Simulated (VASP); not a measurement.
Input of a VASP 6.6.1 run:

The input INCAR:

```
SYSTEM = PbSe
ALGO = Normal
EDIFF = 1E-8
ENCUT = 520
GGA = PS
ISIF = 2
ISMEAR = -1
LASPH = .True.
LCHARG = .False.
LEFG = .True.
LREAL = .False.
LWAVE = .False.
NBANDS = 17
NELM = 80
PREC = Accurate
SIGMA = 0.02
```

KPOINTS

```
k-points
0
Gamma
  7 7 7
  0 0 0
```

Contents of POSCAR:

```
PbSe
1.0
    0.0000000000      3.0927715000      3.0621500000
    3.0927715000      0.0000000000      3.0621500000
    3.0927715000      3.0927715000      0.0000000000
Pb Se
1 1
Direct
    0.0000000000      0.0000000000      0.0000000000
    0.5000000000      0.5000000000      0.5000000000
```

Potentials or basis: VASP PAW PBE potentials, release 64 (Pb_d, Se).

Command:

```bash
$ cat potpaw_PBE.64/Pb_d/POTCAR potpaw_PBE.64/Se/POTCAR > POTCAR
$ mpirun -np 1 vasp_std > vasp.out
```

Task: Estimate the pressure.

Result: -1.6 GPa.

Task: Estimate the band gap on the k mesh.

Result: 0.84 eV, direct.

Electric field gradients, principal values (V/Å²):
```tsv
atom	least	middle	greatest (by size)
1 Pb	15.012	15.012	-30.024
2 Se	1.175	1.175	-2.349
```

Caveat: the cell differs from its parent crystal (equal xx and yy strain of +1 %); without QUAD_EFG the Cq values of the log hold for a quadrupole moment of 1 mb, not for the nuclei; the PAW data sets were made with another functional, which shifts forces and pressure a little; spin-orbit coupling is left out, which moves the levels of the heavy elements. A k mesh can miss the band edges.
